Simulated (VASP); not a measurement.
# TaN (P-6m2) in VASP: further runs

TaN is run at these levels: PBE; tasks: single point.

All numbers are computed with VASP 6.6.1; they aren't measurements. Logs are shortened: lines on timing, memory, paths and dates and some standing lists are left out, and cuts for length are marked.

### Step 1. The cell of the first run

It takes space group P-6m2 (No. 187, hexagonal). Conventional cell: a = 2.938 Å, b = 2.938 Å, c = 2.883 Å, α = 90.00°, β = 90.00°, γ = 120.00°. Ta (site symmetry -6m2) has 6 N at 2.23 Å and 8 Ta at 2.88 to 2.94 Å within 3.0 Å. Within 3.0 Å of N (site symmetry -6m2) lie 6 Ta at 2.23 Å and 8 N at 2.88 to 2.94 Å.

### Step 2. Single point, PBE

File INCAR:

```
SYSTEM = TaN
ALGO = Normal
EDIFF = 1E-7
ENCUT = 520
GGA = PE
ISIF = 2
ISMEAR = 0
LASPH = .True.
LCHARG = .False.
LREAL = .False.
LWAVE = .False.
NBANDS = 15
NELM = 80
PREC = Accurate
SIGMA = 0.05
```

File KPOINTS:

```
k-points
0
Gamma
  12 12 10
  0 0 0
```

File POSCAR:

```
TaN
1.0
    2.9380000000      0.0000000000      0.0000000000
   -1.4690000000      2.5443826363      0.0000000000
    0.0000000000      0.0000000000      2.8830000000
Ta N
1 1
Direct
    0.3333333333      0.6666666667      0.5000000000
    0.0000000000      0.0000000000      0.0000000000
```

Potentials or basis: VASP PAW PBE potentials, release 64 (Ta_pv, N).

The run is started by

```bash
cat potpaw_PBE.64/Ta_pv/POTCAR potpaw_PBE.64/N/POTCAR > POTCAR
mpirun -np 1 vasp_std > vasp.out
```

OUTCAR:

```text
SYSTEM = TaN
   EDIFF = 1E-7
   ENCUT = 520
   GGA = PE
   ISIF = 2
   ISMEAR = 0
   LASPH = .True.
   LREAL = .False.
   NELM = 80
   PREC = Accurate

 ion  position               nearest neighbor table
   1  0.333  0.667  0.500-   2 2.23   2 2.23   2 2.23   2 2.23   2 2.23   2 2.23
   2  0.000  0.000  0.000-   1 2.23   1 2.23   1 2.23   1 2.23   1 2.23   1 2.23

  LATTYP: Found a hexagonal cell.
 ALAT       =     2.9380000000
 C/A-ratio  =     0.9812797822

  Lattice vectors:

 A1 = (   2.9380000000,   0.0000000000,   0.0000000000)
 A2 = (  -1.4690000000,   2.5443826363,   0.0000000000)
 A3 = (   0.0000000000,   0.0000000000,   2.8830000000)

Analysis of symmetry for initial positions (statically):
=====================================================================
 Subroutine PRICEL returns:
 Original cell was already a primitive cell.

 Routine SETGRP: Setting up the symmetry group for a
 hexagonal supercell.

 Subroutine GETGRP returns: Found 12 space group operations
 (whereof 12 operations were pure point group operations)
 out of a pool of 24 trial point group operations.

The static configuration has the point symmetry D_3h.

Analysis of symmetry for dynamics (positions and initial velocities):
=====================================================================
 Subroutine PRICEL returns:
 Original cell was already a primitive cell.

 Routine SETGRP: Setting up the symmetry group for a
 hexagonal supercell.

 Subroutine GETGRP returns: Found 12 space group operations
 (whereof 12 operations were pure point group operations)
 out of a pool of 24 trial point group operations.

The dynamic configuration has the point symmetry D_3h.

 Subroutine INISYM returns: Found 12 space group operations
 (whereof 12 operations are pure point group operations),
 and found     1 'primitive' translations

----------------------------------------------------------------------------------------

                                     Primitive cell

  volume of cell :      21.5516

  direct lattice vectors                    reciprocal lattice vectors
     2.938000000  0.000000000  0.000000000     0.340367597  0.196511324  0.000000000
    -1.469000000  2.544382636  0.000000000     0.000000000  0.393022648  0.000000000
     0.000000000  0.000000000  2.883000000     0.000000000  0.000000000  0.346860909

  length of vectors
     2.938000000  2.938000000  2.883000000     0.393022648  0.393022648  0.346860909

  position of ions in fractional coordinates (direct lattice)
     0.333333333  0.666666667  0.500000000
     0.000000000  0.000000000  0.000000000

  ion indices of the primitive-cell ions
   primitive index   ion index
                 1           1
                 2           2

----------------------------------------------------------------------------------------

 KPOINTS: k-points

Automatic generation of k-mesh.
 Grid dimensions read from file:
 generate k-points for:   12   12   10

 Generating k-lattice:

  Cartesian coordinates                     Fractional coordinates (reciprocal lattice)
     0.028363966  0.016375944  0.000000000     0.083333333 -0.000000000  0.000000000
     0.000000000  0.032751887  0.000000000     0.000000000  0.083333333  0.000000000
     0.000000000  0.000000000  0.034686091     0.000000000  0.000000000  0.100000000

  Length of vectors
     0.032751887  0.032751887  0.034686091

  Shift w.r.t. Gamma in fractional coordinates (k-lattice)
     0.000000000  0.000000000  0.000000000

 Subroutine IBZKPT returns following result:
 ===========================================

 Found    114 irreducible k-points:

 Following reciprocal coordinates:
            Coordinates               Weight
  0.000000  0.000000  0.000000      1.000000
  0.083333  0.000000  0.000000      6.000000
  0.166667  0.000000  0.000000      6.000000
  0.250000  0.000000  0.000000      6.000000
  0.333333  0.000000  0.000000      6.000000
  0.416667  0.000000  0.000000      6.000000
[... 16 lines left out ...]
  0.250000  0.000000  0.100000     12.000000
  0.333333  0.000000  0.100000     12.000000
 [... further k-points ...]
   k-points           NKPTS =    114   k-points in BZ     NKDIM =    114   number of bands    NBANDS=     15
   number of dos      NEDOS =    301   number of ions     NIONS =      2
   total plane-waves  NPLWV =  13824
   dimension x,y,z NGX =    24 NGY =   24 NGZ =   24
   dimension x,y,z NGXF=    48 NGYF=   48 NGZF=   48
   ions per type =               1   1
   NGX,Y,Z   is equivalent  to a cutoff of  13.58, 13.58, 13.84 a.u.
   NGXF,Y,Z  is equivalent  to a cutoff of  27.16, 27.16, 27.68 a.u.
 SYSTEM =  TaN
   PREC   = accura    normal or accurate (medium, high low for compatibility)
   ISTART =      0    job   : 0-new  1-cont  2-samecut
   ICHARG =      2    charge: 1-file 2-atom 10-const
   ISPIN  =      1    spin polarized calculation?
   LNONCOLLINEAR =      F non collinear calculations
   LSORBIT =      F    spin-orbit coupling
   LASPH  =      T    aspherical Exc in radial PAW
   ENCUT  =  520.0 eV  38.22 Ry    6.18 a.u.   5.46  5.46  5.36*2*pi/ulx,y,z
   NELM   =     80;   NELMIN=  2; NELMDL= -5     # of ELM steps
   EDIFF  = 0.1E-06   stopping-criterion for ELM
   LREAL  =      F    real-space projection
   EDIFFG = 0.1E-05   stopping-criterion for IOM
   NSW    =      0    number of steps for IOM
   IBRION =     -1    ionic relax: 0-MD 1-quasi-New 2-CG
   NFREE  =      0    steps in history (QN), initial steepest desc. (CG)
   ISIF   =      2    stress and relaxation
   ISYM   =      2    0-nonsym 1-usesym 2-fastsym
   POTIM  = 0.5000    time-step for ionic-motion
   TEBEG  =    0.0;   TEEND  =   0.0 temperature during run
   PSTRESS=    0.0 pullay stress
   NELECT =      16.0000    total number of electrons
   NUPDOWN=      -1.0000    fix difference up-down
   EMIN   =  10.00;   EMAX   =-10.00  energy-range for DOS
   EFERMI =   0.00;   METHOD = LEGACY
   ISMEAR =     0;   SIGMA  =   0.05  broadening in eV -4-tet -1-fermi 0-gaus
   EFERMI_NEDOS =   21; number of points for ismear=-14 and -15
   IALGO  =     38    algorithm
   IMIX   =      4    mixing-type and parameters
     AMIX     =   0.40;   BMIX     =  1.00
     AMIX_MAG =   1.60;   BMIX_MAG =  1.00
  volume/ion in A,a.u.               =      10.78        72.72
  Fermi-wavevector in a.u.,A,eV,Ry     =   1.482365  2.801264 29.897531  2.197407
  Thomas-Fermi vector in A             =   2.596160
   LORBIT       =      0    0 simple, 1 ext, 2 COOP (PROOUT), +10 PAW based schemes
   GGA     = PE    functional components
   LHFCALC =     F    Hartree Fock is set to
   AEXX    =    0.0000 exact exchange contribution
   IVDW    =     0    specifies the selected vdW correction
   LEPSILON=     F    determine dielectric tensor
   LRPA    =     F    only Hartree local field effects (RPA)
 non-spin polarized calculation
 Gauss-broadening in eV      SIGMA  =   0.05
  energy-cutoff  :      520.00
  volume of cell :       21.55
 maximum number of plane-waves:       599
 NGX is ok and might be reduce to    24
   NGX = 11   NGY = 11   NGZ = 11

 number of electron      16.0000001 magnetization

 Free energy of the ion-electron system (eV)
  ---------------------------------------------------
  ext. energy  EPLUGINS =         0.00000000
  ---------------------------------------------------
  free energy    TOTEN  =       -22.44062855 eV

  energy without entropy =      -22.44055293  energy(sigma->0) =      -22.44059074

 E-fermi :   8.3600     XC(G=0): -13.3458

 val. band max:        8.2575622424   @ k =   0.0000   0.0000   0.4000
 cond. band min:       8.3783639577   @ k =   0.3333   0.3333   0.0000
 fundamental gap:      0.1208017153
 Fermi energy:         8.3600248681

 k-point     1 :       0.0000    0.0000    0.0000
  band No.  band energies     occupation
      1     -26.5935      2.00000
      2     -26.3292      2.00000
      3     -26.3292      2.00000
      4      -9.5276      2.00000
      5       3.6897      2.00000
      6       3.6897      2.00000
      7       4.0464      2.00000
      8       5.3262      2.00000
      9      10.4650      0.00000
     10      11.8392      0.00000
     11      11.8392      0.00000
     12      12.2590      0.00000
     13      12.2590      0.00000
     14      21.3559      0.00000
     15      21.6690      0.00000

 k-point     2 :       0.0833    0.0000    0.0000
  band No.  band energies     occupation
      1     -26.5841      2.00000
      2     -26.4040      2.00000
      3     -26.3451      2.00000
      4      -9.3842      2.00000
      5       3.2603      2.00000
      6       3.7982      2.00000
      7       4.2493      2.00000
      8       5.1212      2.00000
      9      10.9782      0.00000
     10      11.5469      0.00000
     11      11.8626      0.00000
     12      12.1853      0.00000
     13      12.4491      0.00000
     14      21.3423      0.00000
     15      21.6604      0.00000

 k-point     3 :       0.1667    0.0000    0.0000
  band No.  band energies     occupation
      1     -26.6036      2.00000
      2     -26.5582      2.00000
      3     -26.3884      2.00000
      4      -8.9890      2.00000
      5       2.3645      2.00000
      6       4.0867      2.00000
      7       4.6200      2.00000
      8       4.7040      2.00000
      9      10.8333      0.00000
     10      11.9745      0.00000
     11      11.9901      0.00000
     12      12.2362      0.00000
     13      12.8686      0.00000
     14      21.3227      0.00000
     15      21.6473      0.00000
[... 343 lines left out ...]
 k-point    23 :       0.2500    0.0000    0.1000
  band No.  band energies     occupation
      1     -26.8553      2.00000
      2     -26.6085      2.00000
      3     -26.4384      2.00000
      4      -8.3149      2.00000
      5       1.5019      2.00000
      6       3.5026      2.00000
      7       4.3749      2.00000
      8       5.5646      2.00000
      9      10.5492      0.00000
     10      10.9258      0.00000
     11      12.5608      0.00000
     12      13.1275      0.00000
     13      14.4019      0.00000
     14      21.1858      0.00000
     15      21.6320      0.00000

 k-point    24 :       0.3333    0.0000    0.1000
  band No.  band energies     occupation
      1     -27.1036      2.00000
      2     -26.5705      2.00000
      3     -26.4958      2.00000
      4      -7.7934      2.00000
      5       0.7043      2.00000
      6       3.2275      2.00000
      7       4.5899      2.00000
      8       5.5489      2.00000
      9      10.9071      0.00000
     10      11.2421      0.00000
     11      12.8110      0.00000
     12      13.2699      0.00000
     13      15.3391      0.00000
     14      21.3993      0.00000
     15      21.6512      0.00000

 [... further k-points ...]

------------------------ aborting loop because EDIFF is reached ----------------------------------------

  FORCE on cell =-STRESS in cart. coord.  units (eV):
  Direction    XX          YY          ZZ          XY          YZ          ZX
  --------------------------------------------------------------------------------------
  -------------------------------------------------------------------------------------
  Total        0.6688224      0.6688224      0.8370085      0.0000000      0.0000000      0.0000000
  in kB       49.7213066     49.7213066     62.2245271      0.0000000      0.0000000      0.0000000
  external PRESSURE =      53.8890467 kB  Pullay stress =       0.0000000 kB

 VOLUME and BASIS-vectors are now :
 -----------------------------------------------------------------------------
  energy-cutoff  :      520.00
  volume of cell :       21.55
      direct lattice vectors                 reciprocal lattice vectors
     2.938000000  0.000000000  0.000000000     0.340367597  0.196511324  0.000000000
    -1.469000000  2.544382636  0.000000000     0.000000000  0.393022648  0.000000000
     0.000000000  0.000000000  2.883000000     0.000000000  0.000000000  0.346860909

 POSITION                                       TOTAL-FORCE (eV/Angst)
 -----------------------------------------------------------------------------------
     -0.00000      1.69626      1.44150         0.000000     -0.000000      0.000000
      0.00000      0.00000      0.00000         0.000000      0.000000      0.000000
 -----------------------------------------------------------------------------------
    total drift:                                0.000000     -0.000000     -0.000000

  FREE ENERGIE OF THE ION-ELECTRON SYSTEM (eV)
  ---------------------------------------------------
  free  energy   TOTEN  =       -22.4406285545 eV

  energy  without entropy=      -22.4405529328  energy(sigma->0) =      -22.44059074
```

It took 59 s on 1 thread of AMD EPYC 7R13, shared host; peak memory 0.14 GiB.

What came out:

```
Free energy            : -22.4406 eV
Pressure               : 5.4 GPa
Band gap on the k mesh : zero (bands 8 and 9 overlap by 0.50 eV)
```

Caveat: the cell stands under pressure; spin-orbit coupling is left out, which moves the levels of the heavy elements.

### Step 3. Single point, PBE

This run uses another cell than the first one, of 12.07 Å³/atom.

File INCAR:

```
ALGO = Normal
EDIFF = 1E-7
ENCUT = 520
GGA = PE
ISIF = 2
ISMEAR = 0
LASPH = T
LCHARG = F
LREAL = F
LWAVE = F
NBANDS = 15
NELM = 80
PREC = Accurate
SIGMA = 0.05
```

File KPOINTS:

```
k-points
0
Gamma
  12 12 10
```

File POSCAR:

```
TaN
1.0
    3.0511095342      0.0000000000      0.0000000000
   -1.5255547671      2.6423383664      0.0000000000
    0.0000000000      0.0000000000      2.9939920991
Ta N
1 1
Direct
    0.3333333333      0.6666666667      0.5000000000
    0.0000000000      0.0000000000      0.0000000000
```

Potentials or basis: VASP PAW PBE potentials, release 64 (Ta_pv, N).

The run is started by

```bash
cat potpaw_PBE.64/Ta_pv/POTCAR potpaw_PBE.64/N/POTCAR > POTCAR
mpirun -np 1 vasp_std > vasp.out
```

OUTCAR:

```text
EDIFF = 1E-7
   ENCUT = 520
   GGA = PE
   ISIF = 2
   ISMEAR = 0
   LASPH = T
   LREAL = F
   NELM = 80
   PREC = Accurate

 ion  position               nearest neighbor table
   1  0.333  0.667  0.500-   2 2.31   2 2.31   2 2.31   2 2.31   2 2.31   2 2.31
   2  0.000  0.000  0.000-   1 2.31   1 2.31   1 2.31   1 2.31   1 2.31   1 2.31

  LATTYP: Found a hexagonal cell.
 ALAT       =     3.0511095342
 C/A-ratio  =     0.9812797822

  Lattice vectors:

 A1 = (   3.0511095342,   0.0000000000,   0.0000000000)
 A2 = (  -1.5255547671,   2.6423383664,   0.0000000000)
 A3 = (   0.0000000000,   0.0000000000,   2.9939920991)

Analysis of symmetry for initial positions (statically):
=====================================================================
 Subroutine PRICEL returns:
 Original cell was already a primitive cell.

 Routine SETGRP: Setting up the symmetry group for a
 hexagonal supercell.

 Subroutine GETGRP returns: Found 12 space group operations
 (whereof 12 operations were pure point group operations)
 out of a pool of 24 trial point group operations.
[... 168 lines left out ...]
 fundamental gap:      0.0982272764
 Fermi energy:         7.1932437213

 k-point     1 :       0.0000    0.0000    0.0000
  band No.  band energies     occupation
      1     -28.0764      2.00000
      2     -27.8572      2.00000
      3     -27.8572      2.00000
      4      -9.8250      2.00000
      5       3.0237      2.00000
      6       3.0237      2.00000
      7       3.3804      2.00000
      8       4.3423      2.00000
      9       8.4944      0.00000
     10      10.1917      0.00000
     11      10.1917      0.00000
     12      10.4885      0.00000
     13      10.4885      0.00000
     14      19.4897      0.00000
[... 401 lines left out ...]
      2     -28.0636      2.00000
      3     -27.9697      2.00000
      4      -8.4009      2.00000
      5       0.1956      2.00000
      6       2.5457      2.00000
      7       3.7537      2.00000
      8       4.6979      2.00000
      9       9.3634      0.00000
     10       9.6648      0.00000
     11      10.9295      0.00000
     12      11.3882      0.00000
     13      13.1018      0.00000
     14      19.0857      0.00000
     15      20.0670      0.00000

 [... further k-points ...]
[... 5 lines left out ...]
  --------------------------------------------------------------------------------------
  -------------------------------------------------------------------------------------
  Total       -3.9080688     -3.9080688     -4.2787172      0.0000000      0.0000000      0.0000000
  in kB     -259.4035413   -259.4035413   -284.0058511      0.0000000      0.0000000      0.0000000
  external PRESSURE =    -267.6043113 kB  Pullay stress =       0.0000000 kB

 VOLUME and BASIS-vectors are now :
 -----------------------------------------------------------------------------
  energy-cutoff  :      520.00
  volume of cell :       24.14
      direct lattice vectors                 reciprocal lattice vectors
     3.051109534  0.000000000  0.000000000     0.327749623  0.189226333  0.000000000
    -1.525554767  2.642338366  0.000000000     0.000000000  0.378452666  0.000000000
     0.000000000  0.000000000  2.993992099     0.000000000  0.000000000  0.334002217

 POSITION                                       TOTAL-FORCE (eV/Angst)
 -----------------------------------------------------------------------------------
     -0.00000      1.76156      1.49700        -0.000000      0.000000      0.000000
      0.00000      0.00000      0.00000         0.000000      0.000000      0.000000
 -----------------------------------------------------------------------------------
    total drift:                                0.000000     -0.000000     -0.000000

  FREE ENERGIE OF THE ION-ELECTRON SYSTEM (eV)
  ---------------------------------------------------
  free  energy   TOTEN  =       -22.2425746639 eV

  energy  without entropy=      -22.2424894220  energy(sigma->0) =      -22.24253204
```

OSZICAR:

```text
N       E                     dE             d eps       ncg     rms          rms(c)
DAV:   1     0.899953096634E+02    0.89995E+02   -0.87118E+03  3420   0.111E+03
DAV:   2    -0.219636913516E+02   -0.11196E+03   -0.10495E+03  4197   0.300E+02
DAV:   3    -0.249197328421E+02   -0.29560E+01   -0.29405E+01  3833   0.451E+01
DAV:   4    -0.249335695305E+02   -0.13837E-01   -0.13834E-01  4540   0.335E+00
DAV:   5    -0.249336706833E+02   -0.10115E-03   -0.10115E-03  3910   0.266E-01    0.188E+01
DAV:   6    -0.224217893035E+02    0.25119E+01   -0.43374E+00  4225   0.239E+01    0.767E+00
DAV:   7    -0.222783139661E+02    0.14348E+00   -0.52560E-01  4071   0.654E+00    0.556E+00
DAV:   8    -0.222496453747E+02    0.28669E-01   -0.22727E-01  4358   0.412E+00    0.135E+00
DAV:   9    -0.222425494763E+02    0.70959E-02   -0.20479E-02  3819   0.115E+00    0.227E-01
DAV:  10    -0.222426035114E+02   -0.54035E-04   -0.10379E-03  4421   0.335E-01    0.853E-02
DAV:  11    -0.222425753999E+02    0.28111E-04   -0.31135E-05  3770   0.591E-02    0.184E-02
DAV:  12    -0.222425745536E+02    0.84637E-06   -0.38317E-06  4379   0.176E-02    0.304E-03
DAV:  13    -0.222425746600E+02   -0.10642E-06   -0.56854E-08  2879   0.230E-03    0.232E-03
DAV:  14    -0.222425746639E+02   -0.38724E-08   -0.31879E-08  2186   0.168E-03
   1 F= -.22242575E+02 E0= -.22242532E+02  d E =-.852419E-04
```

Run time: 66 s. Hardware: 1 thread of AMD EPYC 7R13, shared host; peak memory 0.14 GiB.

What came out:

```yaml
Free_energy: -22.2426 eV
Pressure: -26.8 GPa
Band_gap_on_the_k_mesh: zero (bands 8 and 9 overlap by 0.44 eV)
```

Stress tensor (GPa, compression positive):
```
-25.94   0.00   0.00
  0.00 -25.94   0.00
  0.00   0.00 -28.40
```

Levels at points of the mesh, in eV from the Fermi level:
```csv
k point,band 5,band 6,band 7,band 8,band 9,band 10,band 11,band 12
"(0.00, 0.00, 0.00)",-4.17,-4.17,-3.81,-2.85,1.30,3.00,3.00,3.30
"(0.50, 0.00, 0.00)",-7.73,-4.73,-3.12,-3.04,2.49,3.29,4.42,4.50
"(0.00, 0.00, 0.50)",-8.74,-3.45,-3.45,-0.16,-0.16,1.99,2.90,2.90
"(0.50, 0.00, 0.50)",-6.77,-5.81,-5.15,-0.63,3.31,4.43,4.99,5.99
```

Caveat: the cell stands under tension; spin-orbit coupling is left out, which moves the levels of the heavy elements.
